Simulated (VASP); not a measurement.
# ZnCd2Se3 (P1) in VASP: single point with PBE

Aim: the single point of ZnCd2Se3 with PBE.

Everything below comes from runs of VASP 6.6.1. Logs are shortened: lines on timing, memory, paths and dates and some standing lists are left out, and cuts for length are marked.

## Step 1: The cell of the first run

The typed cell holds 12 atoms: a = 4.266 Å, b = 4.264 Å, c = 21.083 Å, α = 89.96°, β = 90.01°, γ = 120.04°.

## Step 2: Single point, PBE

Contents of INCAR:

```
PREC = Accurate
ENCUT = 520
EDIFF = 1E-6
ISMEAR = 0
SIGMA = 0.1
LREAL = False
LASPH = True
NELM = 80
ALGO = Normal
ISIF = 2
LWAVE = False
LCHARG = False
GGA = PE
NBANDS = 66
```

Contents of KPOINTS:

```
regular mesh
0
Gamma
  6 6 1
```

Contents of POSCAR:

```
ZnCd2Se3
1.0
    4.2657637177     -0.0012203357     -0.0004194967
   -2.1339785616      3.6920469551      0.0014663205
   -0.0018443234      0.0071567203     21.0829836634
Zn Cd Se
2 4 6
Direct
   -0.0011854774     -0.0008886522      0.5048055948
    0.0017636822      0.0012445505      0.8312711088
    0.6677755567      0.3348743012      0.9957425535
    0.6668535190      0.3324365751      0.3428536337
    0.6651767357      0.3334248382      0.6694335498
   -0.0004870827     -0.0017235393      0.1692617596
    0.6663223909      0.3317138456      0.1223758885
    0.6656547304      0.3325189696      0.4701212139
    0.6682540366      0.3345373871      0.7965506654
    0.0001552097     -0.0005064016      0.2959026169
   -0.0014291594      0.0004551213      0.6226163076
    0.0011458582      0.0019130045      0.9490641075
```

Potentials or basis: VASP PAW PBE potentials, release 64 (Zn, Cd, Se).

On the command line:

```sh
$ cat potpaw_PBE.64/Zn/POTCAR potpaw_PBE.64/Cd/POTCAR potpaw_PBE.64/Se/POTCAR > POTCAR
$ mpirun -np 1 vasp_std > vasp.out
```

OUTCAR:

```text
PREC = Accurate
   ENCUT = 520
   EDIFF = 1E-6
   ISMEAR = 0
   LREAL = False
   LASPH = True
   NELM = 80
   ISIF = 2
   GGA = PE

 ion  position               nearest neighbor table
   1  0.999  0.999  0.505-  11 2.48   8 2.57   8 2.57   8 2.57
   2  0.002  0.001  0.831-  12 2.48   9 2.57   9 2.57   9 2.57
   3  0.668  0.335  0.996-  12 2.65  12 2.65  12 2.65   7 2.67
   4  0.667  0.332  0.343-  10 2.65  10 2.65  10 2.65   8 2.68
   5  0.665  0.333  0.669-  11 2.65  11 2.65  11 2.65   9 2.68
   6  1.000  0.998  0.169-   7 2.65   7 2.65   7 2.65  10 2.67
   7  0.666  0.332  0.122-   6 2.65   6 2.65   6 2.65   3 2.67
   8  0.666  0.333  0.470-   1 2.57   1 2.57   1 2.57   4 2.68
   9  0.668  0.335  0.797-   2 2.57   2 2.57   2 2.57   5 2.68
  10  0.000  0.999  0.296-   4 2.65   4 2.65   4 2.65   6 2.67
  11  0.999  0.000  0.623-   1 2.48   5 2.65   5 2.65   5 2.65
  12  0.001  0.002  0.949-   2 2.48   3 2.65   3 2.65   3 2.65

  LATTYP: Found a triclinic cell.
 ALAT       =     4.2643964837
 B/A-ratio  =     1.0003206618
 C/A-ratio  =     4.9439551504
 COS(alpha) =     0.0001859167
 COS(beta)  =     0.0006815225
 COS(gamma) =     0.5006651762

  Lattice vectors:

 A1 = (  -2.1339785616,   3.6920469551,   0.0014663205)
 A2 = (  -4.2657637177,   0.0012203357,   0.0004194967)
 A3 = (  -0.0018443234,   0.0071567203,  21.0829836634)

Analysis of symmetry for initial positions (statically):
=====================================================================
 Subroutine PRICEL returns:
 Original cell was already a primitive cell.

 Routine SETGRP: Setting up the symmetry group for a
 triclinic supercell.

 Subroutine GETGRP returns: Found  1 space group operations
 (whereof  1 operations were pure point group operations)
 out of a pool of  2 trial point group operations.

The static configuration has the point symmetry C_1 .

Analysis of symmetry for dynamics (positions and initial velocities):
=====================================================================
 Subroutine PRICEL returns:
 Original cell was already a primitive cell.

 Routine SETGRP: Setting up the symmetry group for a
 triclinic supercell.

 Subroutine GETGRP returns: Found  1 space group operations
 (whereof  1 operations were pure point group operations)
 out of a pool of  2 trial point group operations.

The dynamic configuration has the point symmetry C_1 .

 Subroutine INISYM returns: Found  1 space group operations
 (whereof  1 operations are pure point group operations),
 and found     1 'primitive' translations

----------------------------------------------------------------------------------------

                                     Primitive cell

  volume of cell :     331.9894

  direct lattice vectors                    reciprocal lattice vectors
     4.265763718 -0.001220336 -0.000419497     0.234463377  0.135518281 -0.000025492
    -2.133978562  3.692046955  0.001466321     0.000077488  0.270897284 -0.000091951
    -0.001844323  0.007156720 21.082983663     0.000004660 -0.000016144  0.047431623

  length of vectors
     4.265763913  4.264396484 21.082984959     0.270810414  0.270897311  0.047431626

  position of ions in fractional coordinates (direct lattice)
     0.998814523  0.999111348  0.504805595
     0.001763682  0.001244550  0.831271109
     0.667775557  0.334874301  0.995742554
     0.666853519  0.332436575  0.342853634
     0.665176736  0.333424838  0.669433550
     0.999512917  0.998276461  0.169261760
     0.666322391  0.331713846  0.122375889
     0.665654730  0.332518970  0.470121214
     0.668254037  0.334537387  0.796550665
     0.000155210  0.999493598  0.295902617
     0.998570841  0.000455121  0.622616308
     0.001145858  0.001913004  0.949064107

  ion indices of the primitive-cell ions
   primitive index   ion index
                 1           1
                 2           2
                 3           3
                 4           4
                 5           5
                 6           6
                 7           7
                 8           8
                 9           9
                10          10
                11          11
                12          12

----------------------------------------------------------------------------------------

 KPOINTS: regular mesh

Automatic generation of k-mesh.
 Grid dimensions read from file:
 generate k-points for:    6    6    1

 Generating k-lattice:

  Cartesian coordinates                     Fractional coordinates (reciprocal lattice)
     0.039077230  0.022586380 -0.000004249     0.166666667 -0.000000000 -0.000000000
     0.000012915  0.045149547 -0.000015325    -0.000000000  0.166666667 -0.000000000
     0.000004660 -0.000016144  0.047431623     0.000000000 -0.000000000  1.000000000

  Length of vectors
     0.045135069  0.045149552  0.047431626

  Shift w.r.t. Gamma in fractional coordinates (k-lattice)
     0.000000000  0.000000000  0.000000000

 Subroutine IBZKPT returns following result:
 ===========================================

 Found     20 irreducible k-points:

 Following reciprocal coordinates:
            Coordinates               Weight
  0.000000  0.000000  0.000000      1.000000
  0.166667 -0.000000 -0.000000      2.000000
  0.333333  0.000000 -0.000000      2.000000
  0.500000 -0.000000  0.000000      1.000000
  0.000000  0.166667 -0.000000      2.000000
  0.166667  0.166667 -0.000000      2.000000
[... 12 lines left out ...]
  0.333333  0.500000  0.000000      2.000000
  0.500000  0.500000 -0.000000      1.000000
   k-points           NKPTS =     20   k-points in BZ     NKDIM =     20   number of bands    NBANDS=     66
   number of dos      NEDOS =    301   number of ions     NIONS =     12
   total plane-waves  NPLWV = 163840
   dimension x,y,z NGX =    32 NGY =   32 NGZ =  160
   dimension x,y,z NGXF=    64 NGYF=   64 NGZF=  320
   ions per type =               2   4   6
   NGX,Y,Z   is equivalent  to a cutoff of  12.47, 12.48, 12.62 a.u.
   NGXF,Y,Z  is equivalent  to a cutoff of  24.94, 24.95, 25.23 a.u.
 SYSTEM =  unknown system
   PREC   = accura    normal or accurate (medium, high low for compatibility)
   ISTART =      0    job   : 0-new  1-cont  2-samecut
   ICHARG =      2    charge: 1-file 2-atom 10-const
   ISPIN  =      1    spin polarized calculation?
   LNONCOLLINEAR =      F non collinear calculations
   LSORBIT =      F    spin-orbit coupling
   LASPH  =      T    aspherical Exc in radial PAW
   ENCUT  =  520.0 eV  38.22 Ry    6.18 a.u.   7.93  7.93 39.20*2*pi/ulx,y,z
   NELM   =     80;   NELMIN=  2; NELMDL= -5     # of ELM steps
   EDIFF  = 0.1E-05   stopping-criterion for ELM
   LREAL  =      F    real-space projection
   EDIFFG = 0.1E-04   stopping-criterion for IOM
   NSW    =      0    number of steps for IOM
   IBRION =     -1    ionic relax: 0-MD 1-quasi-New 2-CG
   NFREE  =      0    steps in history (QN), initial steepest desc. (CG)
   ISIF   =      2    stress and relaxation
   ISYM   =      2    0-nonsym 1-usesym 2-fastsym
   POTIM  = 0.5000    time-step for ionic-motion
   TEBEG  =    0.0;   TEEND  =   0.0 temperature during run
   PSTRESS=    0.0 pullay stress
   NELECT =     108.0000    total number of electrons
   NUPDOWN=      -1.0000    fix difference up-down
   EMIN   =  10.00;   EMAX   =-10.00  energy-range for DOS
   EFERMI =   0.00;   METHOD = LEGACY
   ISMEAR =     0;   SIGMA  =   0.10  broadening in eV -4-tet -1-fermi 0-gaus
   EFERMI_NEDOS =   21; number of points for ismear=-14 and -15
   IALGO  =     38    algorithm
   IMIX   =      4    mixing-type and parameters
     AMIX     =   0.40;   BMIX     =  1.00
     AMIX_MAG =   1.60;   BMIX_MAG =  1.00
  volume/ion in A,a.u.               =      27.67       186.70
  Fermi-wavevector in a.u.,A,eV,Ry     =   1.125921  2.127683 17.248087  1.267699
  Thomas-Fermi vector in A             =   2.262601
   LORBIT       =      0    0 simple, 1 ext, 2 COOP (PROOUT), +10 PAW based schemes
   GGA     = PE    functional components
   LHFCALC =     F    Hartree Fock is set to
   AEXX    =    0.0000 exact exchange contribution
   IVDW    =     0    specifies the selected vdW correction
   LEPSILON=     F    determine dielectric tensor
   LRPA    =     F    only Hartree local field effects (RPA)
 non-spin polarized calculation
 Gauss-broadening in eV      SIGMA  =   0.10
  energy-cutoff  :      520.00
  volume of cell :      331.99
 maximum number of plane-waves:      8987
   NGX = 15   NGY = 15   NGZ = 79

 number of electron     108.0000002 magnetization

 Free energy of the ion-electron system (eV)
  ---------------------------------------------------
  ext. energy  EPLUGINS =         0.00000000
  ---------------------------------------------------
  free energy    TOTEN  =       -33.74593253 eV

  energy without entropy =      -33.74593119  energy(sigma->0) =      -33.74593186

 E-fermi :   1.1175     XC(G=0):  -8.7922

 val. band max:        0.8283792766   @ k =   0.0000   0.0000   0.0000
 cond. band min:       1.3963680905   @ k =   0.0000   0.0000   0.0000
 fundamental gap:      0.5679888139
 Fermi energy:         1.1175192832

 k-point     1 :       0.0000    0.0000    0.0000
  band No.  band energies     occupation
      1     -11.7985      2.00000
      2     -11.7189      2.00000
      3     -11.5815      2.00000
      4     -11.4176      2.00000
      5     -11.3827      2.00000
      6     -11.2921      2.00000
[... 58 lines left out ...]
     65       6.5335      0.00000
     66       6.5407      0.00000

 k-point     2 :       0.1667   -0.0000   -0.0000
  band No.  band energies     occupation
      1     -11.6997      2.00000
      2     -11.6271      2.00000
      3     -11.5067      2.00000
      4     -11.3620      2.00000
      5     -11.3296      2.00000
      6     -11.2504      2.00000
[... 1300 lines left out ...]
     65       6.0959      0.00000
     66       6.9427      0.00000

------------------------ aborting loop because EDIFF is reached ----------------------------------------

  FORCE on cell =-STRESS in cart. coord.  units (eV):
  Direction    XX          YY          ZZ          XY          YZ          ZX
  --------------------------------------------------------------------------------------
  -------------------------------------------------------------------------------------
  Total        0.4181745      0.4578890      0.4868026      0.0151356     -0.0217896      0.0075033
  in kB        2.0181056      2.2097673      2.3493041      0.0730443     -0.1051563      0.0362107
  external PRESSURE =       2.1923924 kB  Pullay stress =       0.0000000 kB

 VOLUME and BASIS-vectors are now :
 -----------------------------------------------------------------------------
  energy-cutoff  :      520.00
  volume of cell :      331.99
      direct lattice vectors                 reciprocal lattice vectors
     4.265763718 -0.001220336 -0.000419497     0.234463377  0.135518281 -0.000025492
    -2.133978562  3.692046955  0.001466321     0.000077488  0.270897284 -0.000091951
    -0.001844323  0.007156720 21.082983663     0.000004660 -0.000016144  0.047431623

 POSITION                                       TOTAL-FORCE (eV/Angst)
 -----------------------------------------------------------------------------------
      2.12769      3.69116     10.64385         0.000626      0.001880     -0.009908
      0.00333      0.01054     17.52568        -0.002002      0.000084     -0.010875
      2.13212      1.24268     20.99343         0.000349     -0.000587     -0.004311
      2.13459      1.22901      7.22859        -0.001366      0.000749      0.028035
      2.12473      1.23500     14.11387         0.001775      0.000623      0.004264
      2.13307      3.68568      3.56959        -0.000626      0.001844      0.000371
      2.13428      1.22477      2.58026         0.000824      0.001003     -0.000390
      2.12907      1.23023      9.91177         0.000078     -0.000505      0.003738
      2.13525      1.24001     16.79387        -0.001347     -0.001225      0.015919
     -2.13278      3.69229      6.23998        -0.000788     -0.000245     -0.009044
      4.25755      0.00492     13.12619         0.002388     -0.000857     -0.011471
     -0.00094      0.01385     20.00911         0.000090     -0.002764     -0.006329
 -----------------------------------------------------------------------------------
    total drift:                                0.000375      0.000097      0.001190

  FREE ENERGIE OF THE ION-ELECTRON SYSTEM (eV)
  ---------------------------------------------------
  free  energy   TOTEN  =       -33.7459325349 eV

  energy  without entropy=      -33.7459311946  energy(sigma->0) =      -33.74593186
```

Wall time 16 min (1 thread of Intel Xeon 8259CL, shared host); peak memory 0.62 GiB.

Results:

- Free energy: -33.7459 eV
- Pressure: 0.2 GPa
- Largest force: 0.028 eV/Å
- Band gap on the k mesh: 0.57 eV

Forces in eV/Å, atoms in the order of the input:
```
Zn   0.001  0.002 -0.010
Zn  -0.002  0.000 -0.011
Cd   0.000 -0.001 -0.004
Cd  -0.001  0.001  0.028
Cd   0.002  0.001  0.004
Cd  -0.001  0.002  0.000
Se   0.001  0.001  0.000
Se   0.000 -0.001  0.004
Se  -0.001 -0.001  0.016
Se  -0.001  0.000 -0.009
Se   0.002 -0.001 -0.011
Se   0.000 -0.003 -0.006
```

Levels at points of the mesh, in eV from the valence-band top:
| k point | band 52 | band 53 | band 54 | band 55 | band 56 | band 57 |
| --- | --- | --- | --- | --- | --- | --- |
| (0.00, 0.00, 0.00) | -0.18 | 0.00 | 0.00 | 0.57 | 1.73 | 1.86 |
| (0.50, 0.00, 0.00) | -1.05 | -0.99 | -0.72 | 2.51 | 2.59 | 2.95 |
| (0.00, 0.50, 0.00) | -1.05 | -0.99 | -0.72 | 2.51 | 2.59 | 2.94 |
| (0.50, 0.50, 0.00) | -1.05 | -0.98 | -0.71 | 2.51 | 2.59 | 2.95 |

Caveat: semilocal functionals underestimate gaps, and a narrow one can read as zero.
